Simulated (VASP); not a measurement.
# Sb in VASP: notebook

Sb is run at these levels: PBE; tasks: single point, relaxation of the atoms.

All numbers are computed with VASP 6.6.1; they aren't measurements. Logs are shortened: lines on timing, memory, paths and dates and some standing lists are left out, and cuts for length are marked.

## (1) The cell of the first run

The cell holds a slab with vacuum, 3 atoms: a = 3.389 Å, b = 3.389 Å, c = 21.534 Å, α = 90.00°, β = 90.00°, γ = 120.00°.

## (2) Single point, PBE

The input, INCAR:

```
ALGO     = Normal         # electronic algorithm
EDIFF    = 1E-7           # SCF threshold, eV
ENCUT    = 520            # plane-wave cutoff, eV
GGA      = PE             # functional
ISIF     = 2              # what is computed and relaxed
ISMEAR   = -1             # smearing method
LASPH    = T              # aspherical terms in the spheres
LCHARG   = T              # write CHGCAR
LELF     = T              # ELF
LREAL    = F              # projectors in reciprocal space
LVHAR    = T            
LWAVE    = F              # write WAVECAR
NBANDS   = 14             # bands
NELM     = 60             # most SCF steps
PREC     = Accurate       # precision mode
SIGMA    = 0.1            # smearing width, eV
```

The input, KPOINTS:

```
k-points
0
Gamma
  11 11 1
```

The input, POSCAR:

```
Sb
1.0
    3.3888387676      0.0000000000      0.0000000000
   -1.6944193838      2.9348204621      0.0000000000
    0.0000000000      0.0000000000     21.5340000000
Sb
3
Direct
    0.1666666667      0.3333333333      0.3768336209
    0.5000000000      1.0000000000      0.5000000010
    0.8333333333      0.6666666667      0.6231663776
```

Potentials or basis: VASP PAW PBE potentials, release 64 (Sb).

Started as:

```sh
> cat potpaw_PBE.64/Sb/POTCAR > POTCAR
> mpirun -np 1 vasp_std > vasp.out
```

OUTCAR:

```text
EDIFF = 1E-7
   ENCUT = 520
   GGA = PE
   ISIF = 2
   ISMEAR = -1
   LASPH = T
   LREAL = F
   NELM = 60
   PREC = Accurate

 ion  position               nearest neighbor table
   1  0.167  0.333  0.377-   2 3.30   2 3.30   2 3.30
   2  0.500  0.000  0.500-   3 3.30   3 3.30   3 3.30   1 3.30   1 3.30   1 3.30
   3  0.833  0.667  0.623-   2 3.30   2 3.30   2 3.30

  LATTYP: Found a hexagonal cell.
 ALAT       =     3.3888387676
 C/A-ratio  =     6.3543890627

  Lattice vectors:

 A1 = (   3.3888387676,   0.0000000000,   0.0000000000)
 A2 = (  -1.6944193838,   2.9348204621,   0.0000000000)
 A3 = (   0.0000000000,   0.0000000000,  21.5340000000)

Analysis of symmetry for initial positions (statically):
=====================================================================
 Subroutine PRICEL returns:
 Original cell was already a primitive cell.

 Routine SETGRP: Setting up the symmetry group for a
 hexagonal supercell.

 Subroutine GETGRP returns: Found 12 space group operations
 (whereof  4 operations were pure point group operations)
 out of a pool of 24 trial point group operations.

The static configuration has the point symmetry C_2h.
 The point group associated with its full space group is D_3d.

Analysis of symmetry for dynamics (positions and initial velocities):
=====================================================================
 Subroutine PRICEL returns:
 Original cell was already a primitive cell.

 Routine SETGRP: Setting up the symmetry group for a
 hexagonal supercell.

 Subroutine GETGRP returns: Found 12 space group operations
 (whereof  4 operations were pure point group operations)
 out of a pool of 24 trial point group operations.

The dynamic configuration has the point symmetry C_2h.
 The point group associated with its full space group is D_3d.

 Subroutine INISYM returns: Found 12 space group operations
 (whereof  4 operations are pure point group operations),
 and found     1 'primitive' translations

----------------------------------------------------------------------------------------

                                     Primitive cell

  volume of cell :     214.1693

  direct lattice vectors                    reciprocal lattice vectors
     3.388838768  0.000000000  0.000000000     0.295086332  0.170368173  0.000000000
    -1.694419384  2.934820462  0.000000000     0.000000000  0.340736346  0.000000000
     0.000000000  0.000000000 21.534000000     0.000000000  0.000000000  0.046438191

  length of vectors
     3.388838768  3.388838768 21.534000000     0.340736346  0.340736346  0.046438191

  position of ions in fractional coordinates (direct lattice)
     0.166666667  0.333333333  0.376833621
     0.500000000  0.000000000  0.500000001
     0.833333333  0.666666667  0.623166378

  ion indices of the primitive-cell ions
   primitive index   ion index
                 1           1
                 2           2
                 3           3

----------------------------------------------------------------------------------------

 KPOINTS: k-points

Automatic generation of k-mesh.
 Grid dimensions read from file:
 generate k-points for:   11   11    1

 Generating k-lattice:

  Cartesian coordinates                     Fractional coordinates (reciprocal lattice)
     0.026826030  0.015488016  0.000000000     0.090909091 -0.000000000  0.000000000
     0.000000000  0.030976031  0.000000000     0.000000000  0.090909091  0.000000000
     0.000000000  0.000000000  0.046438191     0.000000000  0.000000000  1.000000000

  Length of vectors
     0.030976031  0.030976031  0.046438191

  Shift w.r.t. Gamma in fractional coordinates (k-lattice)
     0.000000000  0.000000000  0.000000000

 Subroutine IBZKPT returns following result:
 ===========================================

 Found     16 irreducible k-points:

 Following reciprocal coordinates:
            Coordinates               Weight
  0.000000  0.000000  0.000000      1.000000
  0.090909  0.000000  0.000000      6.000000
  0.181818  0.000000  0.000000      6.000000
  0.272727  0.000000  0.000000      6.000000
  0.363636 -0.000000  0.000000      6.000000
  0.454545  0.000000  0.000000      6.000000
[... 8 lines left out ...]
  0.272727  0.272727  0.000000      6.000000
  0.363636  0.272727  0.000000      6.000000
   k-points           NKPTS =     16   k-points in BZ     NKDIM =     16   number of bands    NBANDS=     14
   number of dos      NEDOS =    301   number of ions     NIONS =      3
   total plane-waves  NPLWV = 125440
   dimension x,y,z NGX =    28 NGY =   28 NGZ =  160
   dimension x,y,z NGXF=    56 NGYF=   56 NGZF=  320
   ions per type =               3
   NGX,Y,Z   is equivalent  to a cutoff of  13.74, 13.74, 12.35 a.u.
   NGXF,Y,Z  is equivalent  to a cutoff of  27.47, 27.47, 24.70 a.u.
 SYSTEM =  unknown system
   PREC   = accura    normal or accurate (medium, high low for compatibility)
   ISTART =      0    job   : 0-new  1-cont  2-samecut
   ICHARG =      2    charge: 1-file 2-atom 10-const
   ISPIN  =      1    spin polarized calculation?
   LNONCOLLINEAR =      F non collinear calculations
   LSORBIT =      F    spin-orbit coupling
   LASPH  =      T    aspherical Exc in radial PAW
   ENCUT  =  520.0 eV  38.22 Ry    6.18 a.u.   6.30  6.30 40.04*2*pi/ulx,y,z
   NELM   =     60;   NELMIN=  2; NELMDL= -5     # of ELM steps
   EDIFF  = 0.1E-06   stopping-criterion for ELM
   LREAL  =      F    real-space projection
   EDIFFG = 0.1E-05   stopping-criterion for IOM
   NSW    =      0    number of steps for IOM
   IBRION =     -1    ionic relax: 0-MD 1-quasi-New 2-CG
   NFREE  =      0    steps in history (QN), initial steepest desc. (CG)
   ISIF   =      2    stress and relaxation
   ISYM   =      2    0-nonsym 1-usesym 2-fastsym
   POTIM  = 0.5000    time-step for ionic-motion
   TEBEG  =    0.0;   TEEND  =   0.0 temperature during run
   PSTRESS=    0.0 pullay stress
   NELECT =      15.0000    total number of electrons
   NUPDOWN=      -1.0000    fix difference up-down
   EMIN   =  10.00;   EMAX   =-10.00  energy-range for DOS
   EFERMI =   0.00;   METHOD = LEGACY
   ISMEAR =    -1;   SIGMA  =   0.10  broadening in eV -4-tet -1-fermi 0-gaus
   EFERMI_NEDOS =   21; number of points for ismear=-14 and -15
   IALGO  =     38    algorithm
   IMIX   =      4    mixing-type and parameters
     AMIX     =   0.40;   BMIX     =  1.00
     AMIX_MAG =   1.60;   BMIX_MAG =  1.00
  volume/ion in A,a.u.               =      71.39       481.76
  Fermi-wavevector in a.u.,A,eV,Ry     =   0.674817  1.275220  6.195799  0.455378
  Thomas-Fermi vector in A             =   1.751649
   LORBIT       =      0    0 simple, 1 ext, 2 COOP (PROOUT), +10 PAW based schemes
   GGA     = PE    functional components
   LHFCALC =     F    Hartree Fock is set to
   AEXX    =    0.0000 exact exchange contribution
   IVDW    =     0    specifies the selected vdW correction
   LEPSILON=     F    determine dielectric tensor
   LRPA    =     F    only Hartree local field effects (RPA)
 non-spin polarized calculation
  energy-cutoff  :      520.00
  volume of cell :      214.17
 maximum number of plane-waves:      5817
 NGX is ok and might be reduce to    28
   NGX = 13   NGY = 13   NGZ = 81

 number of electron      15.0000000 magnetization

 Free energy of the ion-electron system (eV)
  ---------------------------------------------------
  ext. energy  EPLUGINS =         0.00000000
  ---------------------------------------------------
  free energy    TOTEN  =       -11.12657550 eV

  energy without entropy =      -11.04971206  energy(sigma->0) =      -11.08814378

 E-fermi :   0.5781     XC(G=0):  -4.5676

 val. band max:        0.4960601371   @ k =   0.2727   0.2727   0.0000
 cond. band min:       0.5847189213   @ k =   0.4545   0.0909   0.0000
 fundamental gap:      0.0886587842
 Fermi energy:         0.5780616791

 k-point     1 :       0.0000    0.0000    0.0000
  band No.  band energies     occupation
      1     -12.0777      2.00000
      2     -10.6974      2.00000
      3      -9.0519      2.00000
      4      -3.9386      2.00000
      5      -0.8855      2.00000
      6       2.5153      0.00000
      7       4.1197      0.00000
      8       4.1197      0.00000
      9       4.3146      0.00000
     10       4.9609      0.00000
     11       4.9937      0.00000
     12       4.9937      0.00000
     13       5.4453      0.00000
     14       5.6144      0.00000

 k-point     2 :       0.0909    0.0000    0.0000
  band No.  band energies     occupation
      1     -11.9353      2.00000
      2     -10.5585      2.00000
      3      -8.9230      2.00000
      4      -3.7979      2.00000
      5      -0.7763      2.00000
      6       2.5339      0.00000
      7       2.8406      0.00000
      8       3.6308      0.00000
      9       3.8933      0.00000
     10       4.4486      0.00000
     11       4.7002      0.00000
     12       4.7595      0.00000
     13       5.0949      0.00000
     14       5.5895      0.00000

 k-point     3 :       0.1818    0.0000    0.0000
  band No.  band energies     occupation
      1     -11.5106      2.00000
      2     -10.1463      2.00000
      3      -8.5457      2.00000
      4      -3.3865      2.00000
      5      -0.5624      1.99998
      6       0.6369      0.71393
      7       1.5939      0.00008
      8       2.7655      0.00000
      9       2.8744      0.00000
     10       3.0988      0.00000
     11       3.9965      0.00000
     12       4.8765      0.00000
     13       5.1509      0.00000
     14       5.3598      0.00000
[... 188 lines left out ...]
 k-point    15 :       0.2727    0.2727    0.0000
  band No.  band energies     occupation
      1      -8.5542      2.00000
      2      -7.5534      2.00000
      3      -6.9383      2.00000
      4      -3.3668      2.00000
      5      -3.3162      2.00000
      6      -2.3041      2.00000
      7      -2.1810      2.00000
      8      -0.6831      1.99999
      9      -0.4490      1.99993
     10       0.4961      1.38848
     11       1.7396      0.00002
     12       2.6953      0.00000
     13       5.8246      0.00000
     14       7.1603      0.00000

 k-point    16 :       0.3636    0.2727    0.0000
  band No.  band energies     occupation
      1      -7.8584      2.00000
      2      -7.3227      2.00000
      3      -7.0710      2.00000
      4      -3.7398      2.00000
      5      -3.0187      2.00000
      6      -2.9960      2.00000
      7      -2.0029      2.00000
      8      -1.5935      2.00000
      9      -0.7825      2.00000
     10       1.2739      0.00190
     11       1.4114      0.00048
     12       2.2578      0.00000
     13       6.2979      0.00000
     14       6.3041      0.00000

------------------------ aborting loop because EDIFF is reached ----------------------------------------

  FORCE on cell =-STRESS in cart. coord.  units (eV):
  Direction    XX          YY          ZZ          XY          YZ          ZX
  --------------------------------------------------------------------------------------
  -------------------------------------------------------------------------------------
  Total       -0.7380910     -0.7380910     -0.0259118      0.0000000     -0.0000000      0.0000000
  in kB       -5.5215799     -5.5215799     -0.1938436      0.0000000     -0.0000000      0.0000000
  external PRESSURE =      -3.7456678 kB  Pullay stress =       0.0000000 kB

 VOLUME and BASIS-vectors are now :
 -----------------------------------------------------------------------------
  energy-cutoff  :      520.00
  volume of cell :      214.17
      direct lattice vectors                 reciprocal lattice vectors
     3.388838768  0.000000000  0.000000000     0.295086332  0.170368173  0.000000000
    -1.694419384  2.934820462  0.000000000     0.000000000  0.340736346  0.000000000
     0.000000000  0.000000000 21.534000000     0.000000000  0.000000000  0.046438191

 POSITION                                       TOTAL-FORCE (eV/Angst)
 -----------------------------------------------------------------------------------
      0.00000      0.97827      8.11474         0.000000     -0.000000      0.004123
      1.69442      0.00000     10.76700        -0.000000     -0.000000      0.000000
      1.69442      1.95655     13.41926        -0.000000      0.000000     -0.004123
 -----------------------------------------------------------------------------------
    total drift:                                0.000000     -0.000000      0.000003

  FREE ENERGIE OF THE ION-ELECTRON SYSTEM (eV)
  ---------------------------------------------------
  free  energy   TOTEN  =       -11.1265754962 eV

  energy  without entropy=      -11.0497120638  energy(sigma->0) =      -11.08814378
```

Run time: 2.3 min. Hardware: 1 thread of AMD EPYC 7R13, shared host; peak memory 0.31 GiB.

Results:

| Quantity | Value |
| --- | --- |
| Free energy | -11.1266 eV |
| Largest force | 0.004 eV/Å |

Forces in eV/Å, atoms in the order of the input:
```
Sb   0.000  0.000  0.004
Sb   0.000  0.000  0.000
Sb   0.000  0.000 -0.004
```

Levels at points of the mesh, in eV from the Fermi level:
```tsv
k point	band 3	band 4	band 5	band 6	band 7	band 8	band 9	band 10	band 11	band 12
(0.00, 0.00, 0.00)	-9.63	-4.52	-1.46	1.94	3.54	3.54	3.74	4.38	4.42	4.42
```

Caveat: spin-orbit coupling is left out, which moves the levels of the heavy elements.

## (3) Relaxation of the atoms, PBE

The input, INCAR:

```
ALGO = Normal
DIPOL = 0.5 0.5 0.500
EDIFF = 1E-7
EDIFFG = -0.01
ENCUT = 520
GGA = PE
IBRION = 2
IDIPOL = 3
ISIF = 2
ISMEAR = -1
LASPH = True
LCHARG = False
LDIPOL = True
LREAL = False
LWAVE = False
NELM = 60
NSW = 60
PREC = Accurate
SIGMA = 0.1
```

KPOINTS is that of step 2.

The input, POSCAR:

```
Sb
1.0
    3.3888387676      0.0000000000      0.0000000000
   -1.6944193838      2.9348204621      0.0000000000
    0.0000000000      0.0000000000     21.5340000000
Sb
3
Direct
    0.1666666665      0.3333333335      0.3715066748
    0.5000000005      0.9999999995      0.4999999996
    0.8333333335      0.6666666665      0.6284933252
```

Potentials or basis: VASP PAW PBE potentials, release 64 (Sb).

Started as:

```sh
> cat potpaw_PBE.64/Sb/POTCAR > POTCAR
> mpirun -np 1 vasp_std > vasp.out
```

Run time: 7.9 min. Hardware: 1 thread of AMD EPYC 7R13, shared host; peak memory 0.33 GiB.

Results (log left out):

- Free energy: -11.1265 eV
- Energy gained by relaxing: 6.3 meV/atom
- Ionic steps: 6
- Largest force after relaxing: 0.009 eV/Å

Forces on the atoms (eV/Å):
```
Sb   0.000  0.000  0.009
Sb   0.000  0.000  0.000
Sb   0.000  0.000 -0.009
```

The path:
| step | energy change (eV) | largest force (eV/Å) | pressure (GPa) |
| --- | --- | --- | --- |
| 1 | 0.0000 | 0.1393 | -1.12 |
| 2 | -0.0018 | 0.1342 | -1.08 |
| 3 | -0.0069 | 0.1176 | -0.96 |
| 4 | -0.0148 | 0.0752 | -0.70 |
| 5 | -0.0171 | 0.0600 | -0.13 |
| 6 | -0.0188 | 0.0087 | -0.39 |

Final structure:
```
Sb
1.0
     3.38884    0.00000    0.00000
    -1.69442    2.93482    0.00000
     0.00000    0.00000   21.53400
Sb
3
Cartesian
  0.0000 0.9783 8.1121
  0.0000 2.9348 10.7670
  1.6944 1.9565 13.4219
```

Levels at points of the mesh, in eV from the Fermi level:
| k point | band 3 | band 4 | band 5 | band 6 | band 7 | band 8 | band 9 | band 10 | band 11 |
| --- | --- | --- | --- | --- | --- | --- | --- | --- | --- |
| (0.00, 0.00, 0.00) | -9.63 | -4.52 | -1.47 | 1.93 | 3.55 | 3.55 | 3.73 | 4.38 | 4.42 |

Caveat: spin-orbit coupling is left out, which moves the levels of the heavy elements.
